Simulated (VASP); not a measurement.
# HfN (Imm2) in VASP: single point with PBE

Aim: the single point of HfN with PBE.

All numbers are computed with VASP 6.6.1; they aren't measurements. Logs are shortened: lines on timing, memory, paths and dates and some standing lists are left out, and cuts for length are marked.

### 1 The cell of the first run

Symmetry: Imm2, No. 44, orthorhombic system. Conventional cell: a = 3.195 Å, b = 4.518 Å, c = 3.195 Å, α = 90.00°, β = 90.00°, γ = 90.00°. Within 2.8 Å of Hf (site symmetry mm2) lie 6 N at 2.12 to 2.40 Å. N (site symmetry mm2) has 6 Hf at 2.12 to 2.40 Å within 2.8 Å.

### 2 Single point, PBE (atom 1 (Hf) moved by (-0.200, +0.000) A along [1 1 0] and z)

The input, INCAR:

```
PREC     = Accurate       # precision mode
ENCUT    = 520            # plane-wave cutoff, eV
EDIFF    = 1E-6           # SCF threshold, eV
ISMEAR   = 1              # smearing method
SIGMA    = 0.2            # smearing width, eV
LREAL    = F              # projectors in reciprocal space
LASPH    = T              # aspherical terms in the spheres
NELM     = 100            # most SCF steps
ALGO     = Normal         # electronic algorithm
ISIF     = 2              # what is computed and relaxed
LWAVE    = F              # write WAVECAR
LCHARG   = T              # write CHGCAR
GGA      = PE             # functional
LELF     = T              # ELF
LVHAR    = T            
NBANDS   = 14             # bands
```

The input, KPOINTS:

```
Automatic mesh
0
Gamma
  18 18 18
```

The input, POSCAR:

```
HfN
1.0
    0.0000000000      2.2590000000      2.2590000000
    2.2590000000      0.0000000000      2.2590000000
    2.2590000000      2.2590000000      0.0000000000
Hf N
1 1
Direct
    0.0000000000      0.0000000000     -0.0626035220
    0.5000000000      0.5000000000      0.5000000000
```

Potentials or basis: VASP PAW PBE potentials, release 64 (Hf_pv, N).

Run with:

```bash
> cat potpaw_PBE.64/Hf_pv/POTCAR potpaw_PBE.64/N/POTCAR > POTCAR
> mpirun -np 1 vasp_std > vasp.out
```

OUTCAR:

```text
PREC = Accurate
   ENCUT = 520
   EDIFF = 1E-6
   ISMEAR = 1
   LREAL = F
   LASPH = T
   NELM = 100
   ISIF = 2
   GGA = PE

 ion  position               nearest neighbor table
   1  0.000  0.000  0.937-   2 2.12   2 2.12   2 2.27   2 2.27   2 2.40   2 2.40
   2  0.500  0.500  0.500-   1 2.12   1 2.12   1 2.27   1 2.27   1 2.40   1 2.40

  LATTYP: Found a face centered cubic cell.
 ALAT       =     4.5180000000

  Lattice vectors:

 A1 = (   0.0000000000,   2.2590000000,   2.2590000000)
 A2 = (   2.2590000000,   0.0000000000,   2.2590000000)
 A3 = (   2.2590000000,   2.2590000000,   0.0000000000)

Analysis of symmetry for initial positions (statically):
=====================================================================
 Subroutine PRICEL returns:
 Original cell was already a primitive cell.

 Routine SETGRP: Setting up the symmetry group for a
 face centered cubic supercell.

 Subroutine GETGRP returns: Found  4 space group operations
 (whereof  4 operations were pure point group operations)
 out of a pool of 48 trial point group operations.

The static configuration has the point symmetry C_2v.

Analysis of symmetry for dynamics (positions and initial velocities):
=====================================================================
 Subroutine PRICEL returns:
 Original cell was already a primitive cell.

 Routine SETGRP: Setting up the symmetry group for a
 face centered cubic supercell.

 Subroutine GETGRP returns: Found  4 space group operations
 (whereof  4 operations were pure point group operations)
 out of a pool of 48 trial point group operations.

The dynamic configuration has the point symmetry C_2v.

 Subroutine INISYM returns: Found  4 space group operations
 (whereof  4 operations are pure point group operations),
 and found     1 'primitive' translations

----------------------------------------------------------------------------------------

                                     Primitive cell

  volume of cell :      23.0557

  direct lattice vectors                    reciprocal lattice vectors
     0.000000000  2.259000000  2.259000000    -0.221336875  0.221336875  0.221336875
     2.259000000  0.000000000  2.259000000     0.221336875 -0.221336875  0.221336875
     2.259000000  2.259000000  0.000000000     0.221336875  0.221336875 -0.221336875

  length of vectors
     3.194708437  3.194708437  3.194708437     0.383366713  0.383366713  0.383366713

  position of ions in fractional coordinates (direct lattice)
     0.000000000  0.000000000  0.937396478
     0.500000000  0.500000000  0.500000000

  ion indices of the primitive-cell ions
   primitive index   ion index
                 1           1
                 2           2

----------------------------------------------------------------------------------------

 KPOINTS: Automatic mesh

Automatic generation of k-mesh.
 Grid dimensions read from file:
 generate k-points for:   18   18   18

 Generating k-lattice:

  Cartesian coordinates                     Fractional coordinates (reciprocal lattice)
    -0.012296493  0.012296493  0.012296493     0.055555556  0.000000000  0.000000000
     0.012296493 -0.012296493  0.012296493     0.000000000  0.055555556  0.000000000
     0.012296493  0.012296493 -0.012296493     0.000000000  0.000000000  0.055555556

  Length of vectors
     0.021298151  0.021298151  0.021298151

  Shift w.r.t. Gamma in fractional coordinates (k-lattice)
     0.000000000  0.000000000  0.000000000

 Subroutine IBZKPT returns following result:
 ===========================================

 Found    865 irreducible k-points:

 Following reciprocal coordinates:
            Coordinates               Weight
  0.000000  0.000000  0.000000      1.000000
  0.055556  0.000000  0.000000      4.000000
  0.000000  0.000000  0.055556      4.000000
  0.111111  0.000000  0.000000      4.000000
  0.000000  0.000000  0.111111      4.000000
  0.166667  0.000000  0.000000      4.000000
[... 16 lines left out ...]
  0.000000  0.111111  0.055556      8.000000
  0.055556  0.000000  0.111111      8.000000
 [... further k-points ...]
   k-points           NKPTS =    865   k-points in BZ     NKDIM =    865   number of bands    NBANDS=     14
   number of dos      NEDOS =    301   number of ions     NIONS =      2
   total plane-waves  NPLWV =  13824
   dimension x,y,z NGX =    24 NGY =   24 NGZ =   24
   dimension x,y,z NGXF=    48 NGYF=   48 NGZF=   48
   ions per type =               1   1
   NGX,Y,Z   is equivalent  to a cutoff of  12.49, 12.49, 12.49 a.u.
   NGXF,Y,Z  is equivalent  to a cutoff of  24.98, 24.98, 24.98 a.u.
 SYSTEM =  unknown system
   PREC   = accura    normal or accurate (medium, high low for compatibility)
   ISTART =      0    job   : 0-new  1-cont  2-samecut
   ICHARG =      2    charge: 1-file 2-atom 10-const
   ISPIN  =      1    spin polarized calculation?
   LNONCOLLINEAR =      F non collinear calculations
   LSORBIT =      F    spin-orbit coupling
   LASPH  =      T    aspherical Exc in radial PAW
   ENCUT  =  520.0 eV  38.22 Ry    6.18 a.u.   5.94  5.94  5.94*2*pi/ulx,y,z
   NELM   =    100;   NELMIN=  2; NELMDL= -5     # of ELM steps
   EDIFF  = 0.1E-05   stopping-criterion for ELM
   LREAL  =      F    real-space projection
   EDIFFG = 0.1E-04   stopping-criterion for IOM
   NSW    =      0    number of steps for IOM
   IBRION =     -1    ionic relax: 0-MD 1-quasi-New 2-CG
   NFREE  =      0    steps in history (QN), initial steepest desc. (CG)
   ISIF   =      2    stress and relaxation
   ISYM   =      2    0-nonsym 1-usesym 2-fastsym
   POTIM  = 0.5000    time-step for ionic-motion
   TEBEG  =    0.0;   TEEND  =   0.0 temperature during run
   PSTRESS=    0.0 pullay stress
   NELECT =      15.0000    total number of electrons
   NUPDOWN=      -1.0000    fix difference up-down
   EMIN   =  10.00;   EMAX   =-10.00  energy-range for DOS
   EFERMI =   0.00;   METHOD = LEGACY
   ISMEAR =     1;   SIGMA  =   0.20  broadening in eV -4-tet -1-fermi 0-gaus
   EFERMI_NEDOS =   21; number of points for ismear=-14 and -15
   IALGO  =     38    algorithm
   IMIX   =      4    mixing-type and parameters
     AMIX     =   0.40;   BMIX     =  1.00
     AMIX_MAG =   1.60;   BMIX_MAG =  1.00
  volume/ion in A,a.u.               =      11.53        77.79
  Fermi-wavevector in a.u.,A,eV,Ry     =   1.418553  2.680677 27.378918  2.012294
  Thomas-Fermi vector in A             =   2.539667
   LORBIT       =      0    0 simple, 1 ext, 2 COOP (PROOUT), +10 PAW based schemes
   GGA     = PE    functional components
   LHFCALC =     F    Hartree Fock is set to
   AEXX    =    0.0000 exact exchange contribution
   IVDW    =     0    specifies the selected vdW correction
   LEPSILON=     F    determine dielectric tensor
   LRPA    =     F    only Hartree local field effects (RPA)
 non-spin polarized calculation
 Methfessel and Paxton  Order N= 1 SIGMA  =   0.20
  energy-cutoff  :      520.00
  volume of cell :       23.06
 maximum number of plane-waves:       636
   NGX = 11   NGY = 11   NGZ = 11

 number of electron      15.0000000 magnetization

 Free energy of the ion-electron system (eV)
  ---------------------------------------------------
  ext. energy  EPLUGINS =         0.00000000
  ---------------------------------------------------
  free energy    TOTEN  =       -21.52074559 eV

  energy without entropy =      -21.52110989  energy(sigma->0) =      -21.52086703

 E-fermi :   8.3555     XC(G=0): -12.7153

 val. band max:        8.3495624355   @ k =   0.4444   0.1667   0.0556
 cond. band min:       8.3560348414   @ k =   0.2222   0.0000   0.0000
 fundamental gap:      0.0064724059
 Fermi energy:         8.3555201755

 k-point     1 :       0.0000    0.0000    0.0000
  band No.  band energies     occupation
      1     -22.7557      2.00000
      2     -22.7278      2.00000
      3     -22.7103      2.00000
      4      -9.1291      2.00000
      5       4.7441      2.00000
      6       4.8380      2.00000
      7       4.9195      2.00000
      8       8.0429      2.04954
      9       8.6235     -0.06743
     10       8.7036     -0.03366
     11      10.0863     -0.00000
     12      10.6532     -0.00000
     13      10.9836     -0.00000
     14      17.8597      0.00000

 k-point     2 :       0.0556    0.0000    0.0000
  band No.  band energies     occupation
      1     -22.7666      2.00000
      2     -22.7487      2.00000
      3     -22.7169      2.00000
      4      -9.0569      2.00000
      5       4.3341      2.00000
      6       4.7451      2.00000
      7       4.9969      2.00000
      8       8.0332      2.04505
      9       8.5432     -0.03498
     10       8.7361     -0.02159
     11      10.3110     -0.00000
     12      10.9086     -0.00000
     13      11.3018     -0.00000
     14      18.1025      0.00000

 k-point     3 :       0.0000    0.0000    0.0556
  band No.  band energies     occupation
      1     -22.7816      2.00000
      2     -22.7305      2.00000
      3     -22.7191      2.00000
      4      -9.0588      2.00000
      5       4.4144      2.00000
      6       4.7741      2.00000
      7       4.8240      2.00000
      8       8.1344      2.06580
      9       8.5729     -0.06390
     10       8.7069     -0.03227
     11      10.3358     -0.00000
     12      10.9489     -0.00000
     13      11.1982     -0.00000
     14      18.1082      0.00000
[... 324 lines left out ...]
 k-point    23 :       0.0000    0.1111    0.0556
  band No.  band energies     occupation
      1     -22.8338      2.00000
      2     -22.7650      2.00000
      3     -22.7310      2.00000
      4      -8.8737      2.00000
      5       3.6902      2.00000
      6       4.5325      2.00000
      7       4.8378      2.00000
      8       7.8502      2.00205
      9       8.7028     -0.03398
     10       9.0708     -0.00001
     11      10.5817     -0.00000
     12      11.1281     -0.00000
     13      12.3651      0.00000
     14      18.7181      0.00000

 k-point    24 :       0.0556    0.0000    0.1111
  band No.  band energies     occupation
      1     -22.8479      2.00000
      2     -22.7488      2.00000
      3     -22.7307      2.00000
      4      -8.8788      2.00000
      5       3.7650      2.00000
      6       4.4832      2.00000
      7       4.6829      2.00000
      8       7.9801      2.02328
      9       8.8906     -0.00102
     10       8.9703     -0.00012
     11      10.5911     -0.00000
     12      11.1252     -0.00000
     13      12.2737     -0.00000
     14      18.7322      0.00000

 [... further k-points ...]

------------------------ aborting loop because EDIFF is reached ----------------------------------------

  FORCE on cell =-STRESS in cart. coord.  units (eV):
  Direction    XX          YY          ZZ          XY          YZ          ZX
  --------------------------------------------------------------------------------------
  -------------------------------------------------------------------------------------
  Total        1.5562974      1.5562974      0.4875516     -0.1851567      0.0000000      0.0000000
  in kB      108.1494918    108.1494918     33.8807062    -12.8668252      0.0000000      0.0000000
  external PRESSURE =      83.3932299 kB  Pullay stress =       0.0000000 kB

 VOLUME and BASIS-vectors are now :
 -----------------------------------------------------------------------------
  energy-cutoff  :      520.00
  volume of cell :       23.06
      direct lattice vectors                 reciprocal lattice vectors
     0.000000000  2.259000000  2.259000000    -0.221336875  0.221336875  0.221336875
     2.259000000  0.000000000  2.259000000     0.221336875 -0.221336875  0.221336875
     2.259000000  2.259000000  0.000000000     0.221336875  0.221336875 -0.221336875

 POSITION                                       TOTAL-FORCE (eV/Angst)
 -----------------------------------------------------------------------------------
      2.11758      2.11758      0.00000         1.641177      1.641177      0.000000
      2.25900      2.25900      2.25900        -1.641177     -1.641177      0.000000
 -----------------------------------------------------------------------------------
    total drift:                               -0.000028     -0.000028      0.000000

  FREE ENERGIE OF THE ION-ELECTRON SYSTEM (eV)
  ---------------------------------------------------
  free  energy   TOTEN  =       -21.5207455915 eV

  energy  without entropy=      -21.5211098927  energy(sigma->0) =      -21.52086703
```

Wall time 1.9 min (1 thread of Intel Xeon 6975P-C, shared host); peak memory 0.39 GiB.

Results:

```yaml
Free_energy: -21.5207 eV
Pressure: 8.3 GPa
Largest_force: 2.321 eV/Å
```

Forces on the atoms (eV/Å):
```
Hf   1.641  1.641  0.000
N   -1.641 -1.641  0.000
```

Caveat: the cell differs from its parent crystal (atom 1 (Hf) moved by (-0.200, +0.000) A along [1 1 0] and z); spin-orbit coupling is left out, which moves the levels of the heavy elements; forces of over 1 eV/Å act on the atoms, so gaps and moduli don't describe the material at rest.
